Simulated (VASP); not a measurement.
# O (P2/c) in VASP: settings compared

Aim: see how the results for O move with the level of theory and the settings. Levels: PBE+D3(BJ), r2SCAN+rVV10, PBE, LDA, r2SCAN. Tasks: single point.

Everything below comes from runs of VASP 6.6.1. Logs are shortened: lines on timing, memory, paths and dates and some standing lists are left out, and cuts for length are marked.

**1. The cell of the first run**

The structure is monoclinic, space group P2/c (No. 13). Conventional cell: a = 4.349 Å, b = 4.311 Å, c = 3.081 Å, α = 90.00°, β = 109.18°, γ = 90.00°. Within 1.6 Å of O (site symmetry 1) lie 1 O at 1.21 Å.

**2. Single point, PBE+D3(BJ)**

Input file INCAR:

```
SYSTEM = O
PREC = Accurate
ENCUT = 520
EDIFF = 1E-6
ISMEAR = -1
SIGMA = 0.02
LREAL = .FALSE.
LASPH = .TRUE.
NELM = 100
ALGO = Normal
ISIF = 2
LWAVE = .FALSE.
LCHARG = .FALSE.
GGA = PE
IVDW = 12
NBANDS = 20
```

Input file KPOINTS:

```
Automatic mesh
0
G
  6 6 8
  0 0 0
```

Input file POSCAR:

```
O
1.0
    4.3485790176      0.0000000000      0.0708182104
    0.0000000000      4.3106990090      0.0000000000
   -1.0597661143      0.0000000000      2.8935013279
O
4
Direct
    0.3521411578      0.6716860020      0.6814179443
    0.6478588422      0.6716860020      0.8185820557
    0.6478588422      0.3283139980      0.3185820557
    0.3521411578      0.3283139980      0.1814179443
```

Potentials or basis: VASP PAW PBE potentials, release 64 (O).

Started as:

```
cat potpaw_PBE.64/O/POTCAR > POTCAR
mpirun -np 1 vasp_std > vasp.out
```

OUTCAR:

```text
SYSTEM = O
   PREC = Accurate
   ENCUT = 520
   EDIFF = 1E-6
   ISMEAR = -1
   LREAL = .FALSE.
   LASPH = .TRUE.
   NELM = 100
   ISIF = 2
   GGA = PE
   IVDW = 12
 IVDW          = 12

 ion  position               nearest neighbor table
   1  0.352  0.672  0.681-   2 1.21
   2  0.648  0.672  0.819-   1 1.21
   3  0.648  0.328  0.319-   4 1.21
   4  0.352  0.328  0.181-   3 1.21

  LATTYP: Found a simple monoclinic cell.
 ALAT       =     3.0814694793
 B/A-ratio  =     1.3989101752
 C/A-ratio  =     1.4113901367
 COS(beta)  =    -0.3285802861

  Lattice vectors:

 A1 = (  -1.0597661143,   0.0000000000,   2.8935013279)
 A2 = (   0.0000000000,  -4.3106990090,   0.0000000000)
 A3 = (   4.3485790176,   0.0000000000,   0.0708182104)

Analysis of symmetry for initial positions (statically):
=====================================================================
 Subroutine PRICEL returns:
 Original cell was already a primitive cell.

 Routine SETGRP: Setting up the symmetry group for a
 simple monoclinic supercell.

 Subroutine GETGRP returns: Found  4 space group operations
 (whereof  2 operations were pure point group operations)
 out of a pool of  4 trial point group operations.

The static configuration has the point symmetry S_2 .
 The point group associated with its full space group is C_2h.

Analysis of symmetry for dynamics (positions and initial velocities):
=====================================================================
 Subroutine PRICEL returns:
 Original cell was already a primitive cell.

 Routine SETGRP: Setting up the symmetry group for a
 simple monoclinic supercell.

 Subroutine GETGRP returns: Found  4 space group operations
 (whereof  2 operations were pure point group operations)
 out of a pool of  4 trial point group operations.

The dynamic configuration has the point symmetry S_2 .
 The point group associated with its full space group is C_2h.

 Subroutine INISYM returns: Found  4 space group operations
 (whereof  2 operations are pure point group operations),
 and found     1 'primitive' translations

----------------------------------------------------------------------------------------

                                     Primitive cell

  volume of cell :      54.5634

  direct lattice vectors                    reciprocal lattice vectors
     4.348579018  0.000000000  0.070818210     0.228596681  0.000000000  0.083725213
     0.000000000  4.310699009  0.000000000     0.000000000  0.231980938  0.000000000
    -1.059766114  0.000000000  2.893501328    -0.005594885  0.000000000  0.343552885

  length of vectors
     4.349155630  4.310699009  3.081469479     0.243446819  0.231980938  0.343598440

  position of ions in fractional coordinates (direct lattice)
     0.352141158  0.671686002  0.681417944
     0.647858842  0.671686002  0.818582056
     0.647858842  0.328313998  0.318582056
     0.352141158  0.328313998  0.181417944

  ion indices of the primitive-cell ions
   primitive index   ion index
                 1           1
                 2           2
                 3           3
                 4           4

----------------------------------------------------------------------------------------

 KPOINTS: Automatic mesh

Automatic generation of k-mesh.
 Grid dimensions read from file:
 generate k-points for:    6    6    8

 Generating k-lattice:

  Cartesian coordinates                     Fractional coordinates (reciprocal lattice)
     0.038099447  0.000000000  0.013954202     0.166666667  0.000000000  0.000000000
     0.000000000  0.038663490  0.000000000     0.000000000  0.166666667  0.000000000
    -0.000699361  0.000000000  0.042944111     0.000000000  0.000000000  0.125000000

  Length of vectors
     0.040574470  0.038663490  0.042949805

  Shift w.r.t. Gamma in fractional coordinates (k-lattice)
     0.000000000  0.000000000  0.000000000

 Subroutine IBZKPT returns following result:
 ===========================================

 Found    104 irreducible k-points:

 Following reciprocal coordinates:
            Coordinates               Weight
  0.000000  0.000000  0.000000      1.000000
  0.166667  0.000000 -0.000000      2.000000
  0.333333  0.000000 -0.000000      2.000000
  0.500000  0.000000 -0.000000      1.000000
  0.000000  0.166667  0.000000      2.000000
  0.166667  0.166667 -0.000000      4.000000
[... 16 lines left out ...]
  0.000000  0.166667  0.125000      4.000000
  0.166667  0.166667  0.125000      4.000000
 [... further k-points ...]
   k-points           NKPTS =    104   k-points in BZ     NKDIM =    104   number of bands    NBANDS=     20
   number of dos      NEDOS =    301   number of ions     NIONS =      4
   total plane-waves  NPLWV =  24576
   dimension x,y,z NGX =    32 NGY =   32 NGZ =   24
   dimension x,y,z NGXF=    64 NGYF=   64 NGZF=   48
   ions per type =               4
   NGX,Y,Z   is equivalent  to a cutoff of  12.23, 12.34, 12.95 a.u.
   NGXF,Y,Z  is equivalent  to a cutoff of  24.46, 24.68, 25.90 a.u.
 SYSTEM =  O
   PREC   = accura    normal or accurate (medium, high low for compatibility)
   ISTART =      0    job   : 0-new  1-cont  2-samecut
   ICHARG =      2    charge: 1-file 2-atom 10-const
   ISPIN  =      1    spin polarized calculation?
   LNONCOLLINEAR =      F non collinear calculations
   LSORBIT =      F    spin-orbit coupling
   LASPH  =      T    aspherical Exc in radial PAW
   ENCUT  =  520.0 eV  38.22 Ry    6.18 a.u.   8.09  8.02  5.73*2*pi/ulx,y,z
   NELM   =    100;   NELMIN=  2; NELMDL= -5     # of ELM steps
   EDIFF  = 0.1E-05   stopping-criterion for ELM
   LREAL  =      F    real-space projection
   EDIFFG = 0.1E-04   stopping-criterion for IOM
   NSW    =      0    number of steps for IOM
   IBRION =     -1    ionic relax: 0-MD 1-quasi-New 2-CG
   NFREE  =      0    steps in history (QN), initial steepest desc. (CG)
   ISIF   =      2    stress and relaxation
   ISYM   =      2    0-nonsym 1-usesym 2-fastsym
   POTIM  = 0.5000    time-step for ionic-motion
   TEBEG  =    0.0;   TEEND  =   0.0 temperature during run
   PSTRESS=    0.0 pullay stress
   NELECT =      24.0000    total number of electrons
   NUPDOWN=      -1.0000    fix difference up-down
   EMIN   =  10.00;   EMAX   =-10.00  energy-range for DOS
   EFERMI =   0.00;   METHOD = LEGACY
   ISMEAR =    -1;   SIGMA  =   0.02  broadening in eV -4-tet -1-fermi 0-gaus
   EFERMI_NEDOS =   21; number of points for ismear=-14 and -15
   IALGO  =     38    algorithm
   IMIX   =      4    mixing-type and parameters
     AMIX     =   0.40;   BMIX     =  1.00
     AMIX_MAG =   1.60;   BMIX_MAG =  1.00
  volume/ion in A,a.u.               =      13.64        92.05
  Fermi-wavevector in a.u.,A,eV,Ry     =   1.245025  2.352756 21.090219  1.550087
  Thomas-Fermi vector in A             =   2.379266
   LORBIT       =      0    0 simple, 1 ext, 2 COOP (PROOUT), +10 PAW based schemes
   GGA     = PE    functional components
   LHFCALC =     F    Hartree Fock is set to
   AEXX    =    0.0000 exact exchange contribution
   IVDW    =    12    specifies the selected vdW correction
   LEPSILON=     F    determine dielectric tensor
   LRPA    =     F    only Hartree local field effects (RPA)
 non-spin polarized calculation
  energy-cutoff  :      520.00
  volume of cell :       54.56
 maximum number of plane-waves:      1486
   NGX = 17   NGY = 17   NGZ = 11

 number of electron      23.9999983 magnetization

 Free energy of the ion-electron system (eV)
  ---------------------------------------------------
  ext. energy  EPLUGINS =         0.00000000
  ---------------------------------------------------
  free energy    TOTEN  =       -19.82610152 eV

  energy without entropy =      -19.82610152  energy(sigma->0) =      -19.82610152

 E-fermi :  -0.7269     XC(G=0):  -8.2723

 val. band max:       -1.2166929063   @ k =   0.0000   0.5000   0.0000
 cond. band min:      -0.1859701767   @ k =   0.5000   0.5000  -0.0000
 fundamental gap:      1.0307227296
 Fermi energy:        -0.7268887570

 k-point     1 :       0.0000    0.0000    0.0000
  band No.  band energies     occupation
      1     -28.2919      2.00000
      2     -26.7161      2.00000
      3     -15.6180      2.00000
      4     -13.5825      2.00000
      5      -9.4936      2.00000
      6      -8.5420      2.00000
[... 12 lines left out ...]
     19      11.4060      0.00000
     20      14.0574      0.00000

 k-point     2 :       0.1667    0.0000   -0.0000
  band No.  band energies     occupation
      1     -28.2876      2.00000
      2     -26.7150      2.00000
      3     -15.7057      2.00000
      4     -13.6090      2.00000
      5      -9.3660      2.00000
      6      -8.5176      2.00000
[... 12 lines left out ...]
     19      11.7133      0.00000
     20      14.1261      0.00000

 k-point     3 :       0.3333    0.0000   -0.0000
  band No.  band energies     occupation
      1     -28.2787      2.00000
      2     -26.7127      2.00000
      3     -15.8706      2.00000
      4     -13.6606      2.00000
      5      -9.1639      2.00000
      6      -8.5421      2.00000
[... 12 lines left out ...]
     19      11.8204      0.00000
     20      15.1175      0.00000

 k-point     4 :       0.5000    0.0000   -0.0000
  band No.  band energies     occupation
      1     -28.2743      2.00000
      2     -26.7114      2.00000
      3     -15.9487      2.00000
      4     -13.6858      2.00000
      5      -9.0878      2.00000
      6      -8.5541      2.00000
[... 429 lines left out ...]
 k-point    23 :       0.0000    0.1667    0.1250
  band No.  band energies     occupation
      1     -28.2145      2.00000
      2     -26.7797      2.00000
      3     -15.5282      2.00000
      4     -13.6831      2.00000
      5      -9.4674      2.00000
      6      -8.7861      2.00000
[... 12 lines left out ...]
     19      11.6406      0.00000
     20      13.8487      0.00000

 k-point    24 :       0.1667    0.1667    0.1250
  band No.  band energies     occupation
      1     -28.2080      2.00000
      2     -26.7781      2.00000
      3     -15.6539      2.00000
      4     -13.7162      2.00000
      5      -9.2921      2.00000
      6      -8.7805      2.00000
[... 12 lines left out ...]
     19      12.0112      0.00000
     20      13.9295      0.00000

 [... further k-points ...]

------------------------ aborting loop because EDIFF is reached ----------------------------------------

 Edisp (eV)   -0.23516

 E8    (eV) :    -0.0562

  FORCE on cell =-STRESS in cart. coord.  units (eV):
  Direction    XX          YY          ZZ          XY          YZ          ZX
  --------------------------------------------------------------------------------------
  -------------------------------------------------------------------------------------
  Total       2.49970    -0.06542     0.26150     0.00000     0.00000     0.93552
  in kB      73.40005    -1.92083     7.67870     0.00000     0.00000    27.47009
  external pressure =       26.39 kB  Pullay stress =        0.00 kB

 VOLUME and BASIS-vectors are now :
 -----------------------------------------------------------------------------
  energy-cutoff  :      520.00
  volume of cell :       54.56
      direct lattice vectors                 reciprocal lattice vectors
     4.348579018  0.000000000  0.070818210     0.228596681  0.000000000  0.083725213
     0.000000000  4.310699009  0.000000000     0.000000000  0.231980938  0.000000000
    -1.059766114  0.000000000  2.893501328    -0.005594885  0.000000000  0.343552885

 POSITION                                       TOTAL-FORCE (eV/Angst)
 -----------------------------------------------------------------------------------
      0.80917      2.89544      1.99662        -1.152410      0.013447     -0.422740
      1.94976      2.89544      2.41445         1.152410      0.013447      0.422740
      2.47964      1.41526      0.96770         1.152410     -0.013447      0.422740
      1.33905      1.41526      0.54987        -1.152410     -0.013447     -0.422740
 -----------------------------------------------------------------------------------
    total drift:                                0.000000      0.000000     -0.000000

  FREE ENERGIE OF THE ION-ELECTRON SYSTEM (eV)
  ---------------------------------------------------
  free  energy   TOTEN  =       -20.0612575243 eV

  energy  without entropy=      -20.0612575243  energy(sigma->0) =      -20.06125752
```

Wall time 2.1 min (1 thread of Oxide Virtual Turin-like, shared host); peak memory 0.19 GiB.

What came out:

- Free energy: -20.0613 eV
- Pressure: 2.6 GPa
- Largest force: 1.228 eV/Å
- Band gap on the k mesh: 1.03 eV, indirect (least direct gap 1.13 eV)
- Dispersion energy per atom: -0.059 eV

Forces in eV/Å, atoms in the order of the input:
```
O   -1.152  0.013 -0.423
O    1.152  0.013  0.423
O    1.152 -0.013  0.423
O   -1.152 -0.013 -0.423
```

Stress tensor (GPa, compression positive):
```
 7.34  0.00  2.75
 0.00 -0.19  0.00
 2.75  0.00  0.77
```

Levels at points of the mesh, in eV from the valence-band top:
```
           k point  band 10  band 11  band 12  band 13  band 14  band 15
(0.00, 0.00, 0.00)    -4.57    -0.38    -0.34     1.71     1.93     8.03
(0.50, 0.00, 0.00)    -4.59    -0.64    -0.17     1.69     2.01     6.64
(0.00, 0.50, 0.00)    -4.68    -0.27     0.00     1.27     1.83     8.82
(0.50, 0.50, 0.00)    -4.71    -0.12    -0.10     1.03     1.93     7.58
(0.00, 0.00, 0.50)    -4.68    -0.88    -0.88     1.81     1.81     9.69
(0.50, 0.00, 0.50)    -4.68    -0.91    -0.91     1.80     1.80     9.53
(0.00, 0.50, 0.50)    -4.30    -1.16    -1.16     2.15     2.15     9.90
(0.50, 0.50, 0.50)    -4.30    -1.19    -1.19     2.14     2.14     9.75
```

Caveat: the standard files for N, O and F lose accuracy on very short bonds; spin is off for a triplet molecule; forces of over 1 eV/Å act on the atoms, so gaps and moduli don't describe the material at rest.

**3. Single point, r2SCAN+rVV10**

This run uses another cell than the first one, of 11.30 Å³/atom, 0.829 times its volume.

Input file POSCAR:

```
O
1.0
    4.0422275034      0.0000000000     -0.0510976291
    0.0000000000      4.0261597155      0.0000000000
   -1.0645667235      0.0000000000      2.7914532645
O
4
Direct
    0.3398637733      0.6842021034      0.6702381013
    0.6601362267      0.6842021034      0.8297618987
    0.6601362267      0.3157978966      0.3297618987
    0.3398637733      0.3157978966      0.1702381013
```

Input file INCAR.step1:

```
ALGO = Normal
EDIFF = 1E-4
ENCUT = 520
GGA = PE
ISMEAR = -1
LASPH = T
LCHARG = F
LREAL = F
LWAVE = T
NBANDS = 20
NELM = 60
PREC = Accurate
SIGMA = 0.02
```

Input file INCAR.step2:

```
ALGO = Normal
BPARAM = 11.95
CPARAM = 0.0093
EDIFF = 1E-6
ENCUT = 520
ISIF = 2
ISMEAR = -1
ISTART = 1
IVDW_NL = 2
LASPH = T
LCHARG = T
LELF = T
LMIXTAU = T
LREAL = F
LUSE_VDW = T
LVHAR = T
LWAVE = F
METAGGA = R2SCAN
NBANDS = 20
NELM = 60
PREC = Accurate
SIGMA = 0.02
```

Input file KPOINTS:

```
k-points
0
Gamma
  6 6 8
```

Potentials or basis: VASP PAW PBE potentials, release 64 (O).

Started as:

```
cat potpaw_PBE.64/O/POTCAR > POTCAR
cp INCAR.step1 INCAR
mpirun -np 1 vasp_std > vasp.out
cp INCAR.step2 INCAR
mpirun -np 1 vasp_std > vasp.out
```

Run time: 8.5 min. Hardware: 1 thread of Oxide Virtual Turin-like, shared host; peak memory 0.26 GiB.

It converged, with:

| Quantity | Value |
| --- | --- |
| Free energy | -22.4045 eV |
| Pressure | 3.9 GPa |
| Largest force | 1.517 eV/Å |
| Band gap on the k mesh | 0.97 eV, indirect (least direct gap 1.01 eV) |

Forces on the atoms (eV/Å):
```
O   -1.418  0.007 -0.541
O    1.418  0.007  0.541
O    1.418 -0.007  0.541
O   -1.418 -0.007 -0.541
```

Stress tensor (GPa, compression positive):
```
10.74  0.00  4.22
 0.00 -0.35  0.00
 4.22  0.00  1.25
```

Levels at points of the mesh, in eV from the valence-band top:
```tsv
k point	band 9	band 10	band 11	band 12	band 13	band 14	band 15	band 16
(0.00, 0.00, 0.00)	-4.89	-4.81	-0.59	-0.51	1.98	2.03	9.63	12.15
(0.50, 0.00, 0.00)	-4.96	-4.91	-1.11	-0.15	2.02	2.22	7.65	10.69
(0.00, 0.50, 0.00)	-5.34	-5.11	-0.37	0.00	1.30	1.83	10.65	12.19
(0.50, 0.50, 0.00)	-5.37	-5.20	-0.18	-0.04	0.97	2.06	8.59	9.94
(0.00, 0.00, 0.50)	-5.23	-5.23	-1.01	-1.01	1.78	1.78	10.67	10.67
(0.50, 0.00, 0.50)	-5.23	-5.23	-1.01	-1.01	1.78	1.78	10.66	10.66
(0.00, 0.50, 0.50)	-4.56	-4.56	-1.51	-1.51	2.38	2.38	10.79	10.79
(0.50, 0.50, 0.50)	-4.56	-4.56	-1.51	-1.51	2.38	2.38	10.79	10.79
```

Caveat: the standard files for N, O and F lose accuracy on very short bonds; spin is off for a triplet molecule; the PAW data sets were made with another functional, which shifts forces and pressure a little. r2SCAN opens gaps a little over a GGA but as a rule still falls short of measured ones.

**4. Single point, PBE**

This run uses another cell than the first one, of 11.30 Å³/atom, 0.829 times its volume.

Input file INCAR:

```
SYSTEM = O
  PREC = Accurate
  ENCUT = 520
  EDIFF = 1E-7
  ISMEAR = -1
  SIGMA = 0.02
  LREAL = .FALSE.
  LASPH = .TRUE.
  NELM = 60
  ALGO = Normal
  ISIF = 2
  LWAVE = .FALSE.
  LCHARG = .FALSE.
  GGA = PE
  NBANDS = 20
```

Input file KPOINTS:

```
regular mesh
0
G
  8 6 10
  0 0 0
```

POSCAR is that of step 3.

Started as:

```
cat potpaw_PBE.64/O/POTCAR > POTCAR
mpirun -np 1 vasp_std > vasp.out
```

Run time: 3.2 min. Hardware: 1 thread of Oxide Virtual Turin-like, shared host; peak memory 0.19 GiB.

Results (log left out):

```
Free energy            : -19.6776 eV
Pressure               : 9.5 GPa
Largest force          : 2.027 eV/Å
Band gap on the k mesh : 0.91 eV, indirect (least direct gap 0.94 eV)
```

Forces on the atoms (eV/Å):
```
O   -1.892  0.083 -0.722
O    1.892  0.083  0.722
O    1.892 -0.083  0.722
O   -1.892 -0.083 -0.722
```

Stress tensor (GPa, compression positive):
```
18.35  0.00  5.27
 0.00  3.64  0.00
 5.27  0.00  6.53
```

Levels at points of the mesh, in eV from the valence-band top:
```
           k point  band 9  band 10  band 11  band 12  band 13  band 14  band 15  band 16
(0.00, 0.00, 0.00)   -4.67    -4.61    -0.57    -0.50     1.88     1.93     9.12    11.39
(0.50, 0.00, 0.00)   -4.74    -4.70    -1.07    -0.15     1.91     2.10     7.19    10.14
(0.00, 0.50, 0.00)   -5.11    -4.90    -0.36     0.00     1.22     1.73    10.11    11.42
(0.50, 0.50, 0.00)   -5.14    -4.98    -0.17    -0.04     0.91     1.95     8.07     9.39
(0.00, 0.00, 0.50)   -5.01    -5.01    -0.97    -0.97     1.68     1.68    10.05    10.05
(0.50, 0.00, 0.50)   -5.01    -5.01    -0.97    -0.97     1.68     1.68    10.04    10.04
(0.00, 0.50, 0.50)   -4.36    -4.36    -1.46    -1.46     2.26     2.26    10.16    10.16
(0.50, 0.50, 0.50)   -4.36    -4.36    -1.47    -1.47     2.26     2.26    10.15    10.15
```

Caveat: the standard files for N, O and F lose accuracy on very short bonds; spin is off for a triplet molecule; forces of over 1 eV/Å act on the atoms, so gaps and moduli don't describe the material at rest. A k mesh can miss the band edges.

(Part 1 of 2 ends here.)
